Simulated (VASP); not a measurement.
# SiC (P6_3mc) in VASP: further runs

The runs below take SiC through single point, with PBE.

All numbers are computed with VASP 6.6.1; they aren't measurements. Logs are shortened: lines on timing, memory, paths and dates and some standing lists are left out, and cuts for length are marked.

### 1 The cell of the first run

It takes space group P6_3mc (No. 186, hexagonal). Conventional cell: a = 3.022 Å, b = 3.022 Å, c = 10.399 Å, α = 90.00°, β = 90.00°, γ = 120.00°. Within 2.5 Å of Si (site symmetry 3m) lie 4 C at 1.86 to 1.96 Å. Within 2.5 Å of Si (site symmetry 3m) lie 4 C at 1.86 to 1.95 Å. C (site symmetry 3m) has 4 Si at 1.86 to 1.96 Å within 2.5 Å. C (site symmetry 3m) has 4 Si at 1.86 to 1.95 Å within 2.5 Å.

### 2 Single point, PBE

File INCAR:

```
SYSTEM = SiC
PREC     = Accurate       ! precision mode
ENCUT    = 520            ! plane-wave cutoff, eV
EDIFF    = 1E-6           ! SCF threshold, eV
ISMEAR   = 0              ! smearing method
SIGMA    = 0.05           ! smearing width, eV
LREAL    = .FALSE.        ! projectors in reciprocal space
LASPH    = .TRUE.         ! aspherical terms in the spheres
NELM     = 100            ! most SCF steps
ALGO     = Normal         ! electronic algorithm
ISIF     = 2              ! what is computed and relaxed
LWAVE    = .FALSE.        ! write WAVECAR
LCHARG   = .TRUE.         ! write CHGCAR
GGA      = PE             ! functional
LELF     = .TRUE.         ! ELF
LVHAR    = .TRUE.       
NBANDS   = 26             ! bands
```

File KPOINTS:

```
Automatic mesh
0
G
  12 12 4
  0 0 0
```

File POSCAR:

```
SiC
1.0
    3.0219000000      0.0000000000      0.0000000000
   -1.5109500000      2.6170421677      0.0000000000
    0.0000000000      0.0000000000     10.3993000000
Si C
4 4
Direct
    0.6666666667      0.3333333333      0.9378436843
    0.3333333333      0.6666666667      0.4378436843
    0.0000000000      0.0000000000      0.6878989045
    0.0000000000      0.0000000000      0.1878989045
    0.6666666667      0.3333333333      0.7498087506
    0.3333333333      0.6666666667      0.2498087506
    0.0000000000      0.0000000000      0.5004476606
    0.0000000000      0.0000000000      0.0004476606
```

Potentials or basis: VASP PAW PBE potentials, release 64 (Si, C).

Started as:

```
$ cat potpaw_PBE.64/Si/POTCAR potpaw_PBE.64/C/POTCAR > POTCAR
$ mpirun -np 1 vasp_std > vasp.out
```

OUTCAR:

```text
SYSTEM = SiC
   PREC = Accurate
   ENCUT = 520
   EDIFF = 1E-6
   ISMEAR = 0
   LREAL = .FALSE.
   LASPH = .TRUE.
   NELM = 100
   ISIF = 2
   GGA = PE

 ion  position               nearest neighbor table
   1  0.667  0.333  0.938-   8 1.86   8 1.86   8 1.86   5 1.96   3 3.13   3 3.13   3 3.13   4 3.13
                             4 3.13   4 3.13
   2  0.333  0.667  0.438-   7 1.86   7 1.86   7 1.86   6 1.96   4 3.13   4 3.13   4 3.13   3 3.13
                             3 3.13   3 3.13
   3  0.000  0.000  0.688-   5 1.86   5 1.86   5 1.86   7 1.95   1 3.13   1 3.13   1 3.13   2 3.13
                             2 3.13   2 3.13
   4  0.000  0.000  0.188-   6 1.86   6 1.86   6 1.86   8 1.95   2 3.13   2 3.13   2 3.13   1 3.13
                             1 3.13   1 3.13
   5  0.667  0.333  0.750-   3 1.86   3 1.86   3 1.86   1 1.96
   6  0.333  0.667  0.250-   4 1.86   4 1.86   4 1.86   2 1.96
   7  0.000  0.000  0.500-   2 1.86   2 1.86   2 1.86   3 1.95
   8  0.000  0.000  0.000-   1 1.86   1 1.86   1 1.86   4 1.95

  LATTYP: Found a hexagonal cell.
 ALAT       =     3.0219000000
 C/A-ratio  =     3.4413117575

  Lattice vectors:

 A1 = (   3.0219000000,   0.0000000000,   0.0000000000)
 A2 = (  -1.5109500000,   2.6170421677,   0.0000000000)
 A3 = (   0.0000000000,   0.0000000000,  10.3993000000)

Analysis of symmetry for initial positions (statically):
=====================================================================
 Subroutine PRICEL returns:
 Original cell was already a primitive cell.

 Routine SETGRP: Setting up the symmetry group for a
 hexagonal supercell.

 Subroutine GETGRP returns: Found 12 space group operations
 (whereof  6 operations were pure point group operations)
 out of a pool of 24 trial point group operations.

The static configuration has the point symmetry C_3v.
 The point group associated with its full space group is C_6v.

Analysis of symmetry for dynamics (positions and initial velocities):
=====================================================================
 Subroutine PRICEL returns:
 Original cell was already a primitive cell.

 Routine SETGRP: Setting up the symmetry group for a
 hexagonal supercell.

 Subroutine GETGRP returns: Found 12 space group operations
 (whereof  6 operations were pure point group operations)
 out of a pool of 24 trial point group operations.

The dynamic configuration has the point symmetry C_3v.
 The point group associated with its full space group is C_6v.

 Subroutine INISYM returns: Found 12 space group operations
 (whereof  6 operations are pure point group operations),
 and found     1 'primitive' translations

----------------------------------------------------------------------------------------

                                     Primitive cell

  volume of cell :      82.2422

  direct lattice vectors                    reciprocal lattice vectors
     3.021900000  0.000000000  0.000000000     0.330917635  0.191055385  0.000000000
    -1.510950000  2.617042168  0.000000000     0.000000000  0.382110771  0.000000000
     0.000000000  0.000000000 10.399300000     0.000000000  0.000000000  0.096160318

  length of vectors
     3.021900000  3.021900000 10.399300000     0.382110771  0.382110771  0.096160318

  position of ions in fractional coordinates (direct lattice)
     0.666666667  0.333333333  0.937843684
     0.333333333  0.666666667  0.437843684
     0.000000000  0.000000000  0.687898905
     0.000000000  0.000000000  0.187898905
     0.666666667  0.333333333  0.749808751
     0.333333333  0.666666667  0.249808751
     0.000000000  0.000000000  0.500447661
     0.000000000  0.000000000  0.000447661

  ion indices of the primitive-cell ions
   primitive index   ion index
                 1           1
                 2           2
                 3           3
                 4           4
                 5           5
                 6           6
                 7           7
                 8           8

----------------------------------------------------------------------------------------

 KPOINTS: Automatic mesh

Automatic generation of k-mesh.
 Grid dimensions read from file:
 generate k-points for:   12   12    4

 Generating k-lattice:

  Cartesian coordinates                     Fractional coordinates (reciprocal lattice)
     0.027576470  0.015921282  0.000000000     0.083333333  0.000000000  0.000000000
     0.000000000  0.031842564  0.000000000     0.000000000  0.083333333  0.000000000
     0.000000000  0.000000000  0.024040080     0.000000000  0.000000000  0.250000000

  Length of vectors
     0.031842564  0.031842564  0.024040080

  Shift w.r.t. Gamma in fractional coordinates (k-lattice)
     0.000000000  0.000000000  0.000000000

 Subroutine IBZKPT returns following result:
 ===========================================

 Found     57 irreducible k-points:

 Following reciprocal coordinates:
            Coordinates               Weight
  0.000000  0.000000  0.000000      1.000000
  0.083333 -0.000000  0.000000      6.000000
  0.166667  0.000000  0.000000      6.000000
  0.250000  0.000000  0.000000      6.000000
  0.333333  0.000000  0.000000      6.000000
  0.416667 -0.000000  0.000000      6.000000
[... 16 lines left out ...]
  0.250000  0.000000  0.250000     12.000000
  0.333333  0.000000  0.250000     12.000000
 [... further k-points ...]
   k-points           NKPTS =     57   k-points in BZ     NKDIM =     57   number of bands    NBANDS=     26
   number of dos      NEDOS =    301   number of ions     NIONS =      8
   total plane-waves  NPLWV =  46080
   dimension x,y,z NGX =    24 NGY =   24 NGZ =   80
   dimension x,y,z NGXF=    48 NGYF=   48 NGZF=  160
   ions per type =               4   4
   NGX,Y,Z   is equivalent  to a cutoff of  13.20, 13.20, 12.79 a.u.
   NGXF,Y,Z  is equivalent  to a cutoff of  26.41, 26.41, 25.58 a.u.
 SYSTEM =  SiC
   PREC   = accura    normal or accurate (medium, high low for compatibility)
   ISTART =      0    job   : 0-new  1-cont  2-samecut
   ICHARG =      2    charge: 1-file 2-atom 10-const
   ISPIN  =      1    spin polarized calculation?
   LNONCOLLINEAR =      F non collinear calculations
   LSORBIT =      F    spin-orbit coupling
   LASPH  =      T    aspherical Exc in radial PAW
   ENCUT  =  520.0 eV  38.22 Ry    6.18 a.u.   5.62  5.62 19.34*2*pi/ulx,y,z
   NELM   =    100;   NELMIN=  2; NELMDL= -5     # of ELM steps
   EDIFF  = 0.1E-05   stopping-criterion for ELM
   LREAL  =      F    real-space projection
   EDIFFG = 0.1E-04   stopping-criterion for IOM
   NSW    =      0    number of steps for IOM
   IBRION =     -1    ionic relax: 0-MD 1-quasi-New 2-CG
   NFREE  =      0    steps in history (QN), initial steepest desc. (CG)
   ISIF   =      2    stress and relaxation
   ISYM   =      2    0-nonsym 1-usesym 2-fastsym
   POTIM  = 0.5000    time-step for ionic-motion
   TEBEG  =    0.0;   TEEND  =   0.0 temperature during run
   PSTRESS=    0.0 pullay stress
   NELECT =      32.0000    total number of electrons
   NUPDOWN=      -1.0000    fix difference up-down
   EMIN   =  10.00;   EMAX   =-10.00  energy-range for DOS
   EFERMI =   0.00;   METHOD = LEGACY
   ISMEAR =     0;   SIGMA  =   0.05  broadening in eV -4-tet -1-fermi 0-gaus
   EFERMI_NEDOS =   21; number of points for ismear=-14 and -15
   IALGO  =     38    algorithm
   IMIX   =      4    mixing-type and parameters
     AMIX     =   0.40;   BMIX     =  1.00
     AMIX_MAG =   1.60;   BMIX_MAG =  1.00
  volume/ion in A,a.u.               =      10.28        69.37
  Fermi-wavevector in a.u.,A,eV,Ry     =   1.195161  2.258527 19.434705  1.428411
  Thomas-Fermi vector in A             =   2.331134
   LORBIT       =      0    0 simple, 1 ext, 2 COOP (PROOUT), +10 PAW based schemes
   GGA     = PE    functional components
   LHFCALC =     F    Hartree Fock is set to
   AEXX    =    0.0000 exact exchange contribution
   IVDW    =     0    specifies the selected vdW correction
   LEPSILON=     F    determine dielectric tensor
   LRPA    =     F    only Hartree local field effects (RPA)
 non-spin polarized calculation
 Gauss-broadening in eV      SIGMA  =   0.05
  energy-cutoff  :      520.00
  volume of cell :       82.24
 maximum number of plane-waves:      2258
 NGX is ok and might be reduce to    24
   NGX = 11   NGY = 11   NGZ = 39

 number of electron      31.9999993 magnetization

 Free energy of the ion-electron system (eV)
  ---------------------------------------------------
  ext. energy  EPLUGINS =         0.00000000
  ---------------------------------------------------
  free energy    TOTEN  =       -59.98815195 eV

  energy without entropy =      -59.98815195  energy(sigma->0) =      -59.98815195

 E-fermi :   8.5749     XC(G=0): -11.3822

 val. band max:        8.3341416284   @ k =   0.0000   0.0000   0.0000
 cond. band min:      10.3013681091   @ k =   0.5000   0.0000   0.0000
 fundamental gap:      1.9672264807
 Fermi energy:         8.5749248113

 k-point     1 :       0.0000    0.0000    0.0000
  band No.  band energies     occupation
      1      -7.2925      2.00000
      2      -6.1998      2.00000
      3      -6.1808      2.00000
      4      -4.1003      2.00000
      5      -0.4657      2.00000
      6       3.4871      2.00000
[... 18 lines left out ...]
     25      15.9054      0.00000
     26      16.6629      0.00000

 k-point     2 :       0.0833   -0.0000    0.0000
  band No.  band energies     occupation
      1      -7.1664      2.00000
      2      -6.0774      2.00000
      3      -6.0580      2.00000
      4      -3.9898      2.00000
      5      -0.3478      2.00000
      6       3.5525      2.00000
[... 18 lines left out ...]
     25      16.1312      0.00000
[... 608 lines left out ...]
     25      17.1586      0.00000
     26      17.5527      0.00000

 k-point    24 :       0.3333    0.0000    0.2500
  band No.  band energies     occupation
      1      -5.2858      2.00000
      2      -4.7677      2.00000
      3      -3.8132      2.00000
      4      -2.7766      2.00000
      5       1.0551      2.00000
      6       1.6019      2.00000
[... 18 lines left out ...]
     25      16.7577      0.00000
     26      17.4454      0.00000

 [... further k-points ...]

------------------------ aborting loop because EDIFF is reached ----------------------------------------

  FORCE on cell =-STRESS in cart. coord.  units (eV):
  Direction    XX          YY          ZZ          XY          YZ          ZX
  --------------------------------------------------------------------------------------
  -------------------------------------------------------------------------------------
  Total        7.4550533      7.4550533     -6.5355799      0.0000000      0.0000000      0.0000000
  in kB      145.2333710    145.2333710   -127.3209280      0.0000000      0.0000000      0.0000000
  external PRESSURE =      54.3819380 kB  Pullay stress =       0.0000000 kB

 VOLUME and BASIS-vectors are now :
 -----------------------------------------------------------------------------
  energy-cutoff  :      520.00
  volume of cell :       82.24
      direct lattice vectors                 reciprocal lattice vectors
     3.021900000  0.000000000  0.000000000     0.330917635  0.191055385  0.000000000
    -1.510950000  2.617042168  0.000000000     0.000000000  0.382110771  0.000000000
     0.000000000  0.000000000 10.399300000     0.000000000  0.000000000  0.096160318

 POSITION                                       TOTAL-FORCE (eV/Angst)
 -----------------------------------------------------------------------------------
      1.51095      0.87235      9.75292        -0.000000     -0.000000     -0.363799
     -0.00000      1.74469      4.55327         0.000000      0.000000     -0.363799
      0.00000      0.00000      7.15367        -0.000000      0.000000     -0.417023
      0.00000      0.00000      1.95402         0.000000     -0.000000     -0.417023
      1.51095      0.87235      7.79749        -0.000000      0.000000      0.412074
     -0.00000      1.74469      2.59784         0.000000     -0.000000      0.412074
      0.00000      0.00000      5.20431        -0.000000     -0.000000      0.368748
      0.00000      0.00000      0.00466         0.000000      0.000000      0.368748
 -----------------------------------------------------------------------------------
    total drift:                               -0.000000     -0.000000      0.000975

  FREE ENERGIE OF THE ION-ELECTRON SYSTEM (eV)
  ---------------------------------------------------
  free  energy   TOTEN  =       -59.9881519452 eV

  energy  without entropy=      -59.9881519452  energy(sigma->0) =      -59.98815195
```

It took 67 s on 1 thread of Intel Xeon Platinum 8488C (Sapphire Rapids), shared host; peak memory 0.25 GiB.

What came out:

| Property | Result |
| --- | --- |
| Free energy | -59.9882 eV |
| Pressure | 5.4 GPa |
| Largest force | 0.417 eV/Å |
| Band gap on the k mesh | 1.97 eV, indirect (least direct gap 3.24 eV) |

Forces on the atoms (eV/Å):
```
Si   0.000  0.000 -0.364
Si   0.000  0.000 -0.364
Si   0.000  0.000 -0.417
Si   0.000  0.000 -0.417
C    0.000  0.000  0.412
C    0.000  0.000  0.412
C    0.000  0.000  0.369
C    0.000  0.000  0.369
```

Stress tensor (GPa, compression positive):
```
 14.52   0.00   0.00
  0.00  14.52   0.00
  0.00   0.00 -12.73
```

A k mesh can miss the band edges. A hybrid or GW would open this gap; PBE tends to underestimate it.

### 3 Single point, PBE

This run uses another cell than the first one, of 10.30 Å³/atom, 1.002 times its volume.

File INCAR:

```
PREC = Accurate
ENCUT = 520
EDIFF = 1E-6
ISMEAR = 0
SIGMA = 0.05
LREAL = F
LASPH = T
NELM = 60
ALGO = Normal
ISIF = 2
LWAVE = F
LCHARG = F
GGA = PE
NBANDS = 26
```

File KPOINTS:

```
Automatic mesh
0
Gamma
  12 12 4
```

POSCAR: that of step 2 with these lines changed.

```diff
@@ -2,5 +2,5 @@
 1.0
-    3.0219000000      0.0000000000      0.0000000000
-   -1.5109500000      2.6170421677      0.0000000000
-    0.0000000000      0.0000000000     10.3993000000
+    2.9497000000      0.0000000000      0.0000000000
+   -1.4748500000      2.5545151336      0.0000000000
+    0.0000000000      0.0000000000     10.9395000000
 Si C
```

Potentials or basis: VASP PAW PBE potentials, release 64 (Si, C).

Started as:

```
$ cat potpaw_PBE.64/Si/POTCAR potpaw_PBE.64/C/POTCAR > POTCAR
$ mpirun -np 1 vasp_std > vasp.out
```

It took 76 s on 1 thread of Intel Xeon Platinum 8488C (Sapphire Rapids), shared host; peak memory 0.25 GiB.

The run converged. Its results:

```
Free energy            : -58.8171 eV
Pressure               : 8.7 GPa
Largest force          : 0.641 eV/Å
Band gap on the k mesh : 1.46 eV, indirect (least direct gap 2.94 eV)
```

Forces on the atoms (eV/Å):
```
Si   0.000  0.000 -0.524
Si   0.000  0.000 -0.524
Si   0.000  0.000 -0.641
Si   0.000  0.000 -0.641
C    0.000  0.000  0.625
C    0.000  0.000  0.625
C    0.000  0.000  0.540
C    0.000  0.000  0.540
```

Stress tensor (GPa, compression positive):
```
 30.07   0.00   0.00
  0.00  30.07   0.00
  0.00   0.00 -33.90
```

Levels at points of the mesh, in eV from the valence-band top:
| k point | band 13 | band 14 | band 15 | band 16 | band 17 | band 18 | band 19 | band 20 |
| --- | --- | --- | --- | --- | --- | --- | --- | --- |
| (0.00, 0.00, 0.00) | -0.34 | -0.34 | 0.00 | 0.00 | 3.25 | 6.79 | 6.79 | 7.15 |
| (0.50, 0.00, 0.00) | -2.28 | -2.26 | -2.13 | -1.48 | 1.46 | 2.18 | 4.27 | 4.46 |
| (0.00, 0.00, 0.50) | -0.12 | -0.12 | -0.12 | -0.12 | 5.00 | 5.00 | 6.91 | 6.91 |
| (0.50, 0.00, 0.50) | -2.71 | -2.71 | -1.74 | -1.74 | 2.30 | 2.30 | 3.91 | 3.91 |

A k mesh can miss the band edges.

(Part 1 of 2 ends here.)
